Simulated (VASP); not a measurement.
MoH5: relaxation of cell and atoms with PBE

The system is MoH5.

```
H Mo
1.0
     3.63844    0.00000    0.00000
     0.00000    3.63844    0.00000
     0.00000    0.00000    4.20391
H Mo
5 1
Direct
  0.00000 0.50000 0.50000
  0.50000 0.00000 0.50000
  0.00000 0.00000 0.66899
  0.00000 0.00000 0.33101
  0.50000 0.50000 0.50000
  0.50000 0.50000 0.00000
```

```json
{
  "Program": "VASP 6.6.1",
  "Task": "relaxation of cell and atoms",
  "Functional": "PBE",
  "Potentials or basis": "VASP PAW PBE potentials, release 64 (H, Mo_sv)",
  "Cutoff": "600 eV",
  "k mesh": "6 × 6 × 4",
  "Occupations": "gaussian, width 0.1 eV",
  "Spin": "no spin polarisation",
  "Dipole correction": "no",
  "Further INCAR settings": "ALGO = Normal; EDIFF = 1e-06; IBRION = 2; EDIFFG = -0.04; NSW = 90; ISIF = 3"
}
```

```json
{
 "Relaxed volume": "5.35 Å³/atom",
 "Relaxed cell": "a = 3.052 Å, b = 3.052 Å, c = 3.444 Å, α = 90.00°, β = 90.00°, γ = 90.00°",
 "Space group after relaxing (to 0.05 Å)": "P4/mmm (No. 123)",
 "Energy gained by relaxing": "802.8 meV/atom",
 "Ionic steps": "36",
 "Pressure after relaxing": "-0.2 GPa",
 "Largest force after relaxing": "0.006 eV/Å"
}
```

Forces in eV/Å, atoms in the order of the input:
```
H    0.000  0.000  0.000
H    0.000  0.000  0.000
H    0.000  0.000 -0.006
H    0.000  0.000  0.006
H    0.000  0.000  0.000
Mo   0.000  0.000  0.000
```

Stress tensor (GPa, compression positive):
```
-0.38  0.00  0.00
 0.00 -0.38  0.00
 0.00  0.00  0.02
```

Step by step:
```tsv
step	energy change (eV)	largest force (eV/Å)	pressure (GPa)	volume (Å³)
1	0.0000	0.2439	-28.26	55.65
2	-2.2825	0.0864	-25.89	43.45
3	-3.3615	0.3398	-11.70	35.35
4	-3.4174	0.6535	3.21	31.88
5	-3.4440	0.5332	-3.01	33.09
6	-3.4419	0.5693	-1.20	32.72
7	-3.5764	0.9058	-0.88	31.74
8	-3.9683	1.6449	8.35	28.76
9	-2.8018	0.1497	82.93	22.74
10	-4.0849	1.6252	14.08	27.85
11	-3.9350	0.7327	38.35	25.29
12	-4.1193	1.3335	20.54	26.99
13	-4.1936	1.1025	20.00	27.01
14	-4.3111	0.5625	20.40	27.05
15	-4.3162	0.2804	21.14	27.05
16	-4.4089	0.3438	14.74	27.80
17	-4.5336	0.5335	-0.59	30.05
18	-4.5352	0.5456	-2.06	30.33
19	-4.5586	0.5038	-2.10	30.37
20	-4.6140	0.3410	-2.00	30.46
21	-4.6758	0.1364	-1.85	30.62
22	-4.7827	0.2691	3.79	30.81
23	21.5999	226.3326	120.77	30.60
24	-4.7425	0.5412	1.88	30.82
25	-4.2096	5.4160	19.61	30.81
26	-4.7498	0.5785	2.39	30.82
27	-4.7681	0.4420	8.04	30.83
28	-4.7862	0.3826	4.59	30.83
29	-4.7876	0.0188	6.49	30.83
30	-4.7906	0.1686	5.68	30.83
31	-4.7594	1.2237	2.17	32.41
32	-4.8039	0.2362	3.92	31.43
33	-4.8127	0.1731	-2.36	32.46
34	-4.8165	0.0407	-0.18	32.09
35	-4.8165	0.0457	-0.29	32.10
36	-4.8170	0.0058	-0.25	32.08
```

Final structure:
```xyz
6
Lattice="3.0519 0.0000 0.0000 0.0000 3.0519 0.0000 0.0000 0.0000 3.4441" Properties=species:S:1:pos:R:3 pbc="T T T"
H     0.0000    1.5260    1.7221
H     1.5260    0.0000    1.7221
H     0.0000    0.0000    2.9802
H     0.0000    0.0000    0.4639
H     1.5260    1.5260    1.7221
Mo    1.5260    1.5260    0.0000
```

Levels at points of the mesh, in eV from the Fermi level:
| k point | band 5 | band 6 | band 7 | band 8 | band 9 | band 10 | band 11 | band 12 | band 13 |
| --- | --- | --- | --- | --- | --- | --- | --- | --- | --- |
| (0.00, 0.00, 0.00) | -13.44 | -9.06 | -4.22 | 0.62 | 0.62 | 1.29 | 1.47 | 2.01 | 3.21 |
| (0.50, 0.00, 0.00) | -10.15 | -10.14 | -4.19 | -2.60 | -2.54 | -0.92 | 0.87 | 2.78 | 6.45 |
| (0.50, 0.50, 0.00) | -10.57 | -8.06 | -4.61 | -4.61 | -1.26 | -1.26 | 2.71 | 3.95 | 4.30 |
| (0.00, 0.00, 0.50) | -10.79 | -10.28 | -2.84 | -0.72 | -0.72 | 0.10 | 0.25 | 1.37 | 1.46 |
| (0.50, 0.00, 0.50) | -8.75 | -7.99 | -7.49 | -3.21 | -0.68 | -0.22 | 0.67 | 3.89 | 4.99 |
| (0.50, 0.50, 0.50) | -10.02 | -6.38 | -6.38 | -4.14 | -0.38 | 0.73 | 2.77 | 4.37 | 4.37 |

It took 5.6 min on 1 thread of Intel(R) Xeon(R) Platinum 8559C (Emerald Rapids), with other jobs on the host, peak memory 0.2 GiB.

Caveat: the k points lie up to 0.46 Å⁻¹ apart in the final cell; the volume moved by over 15 % at a fixed basis, so the end points are rough.
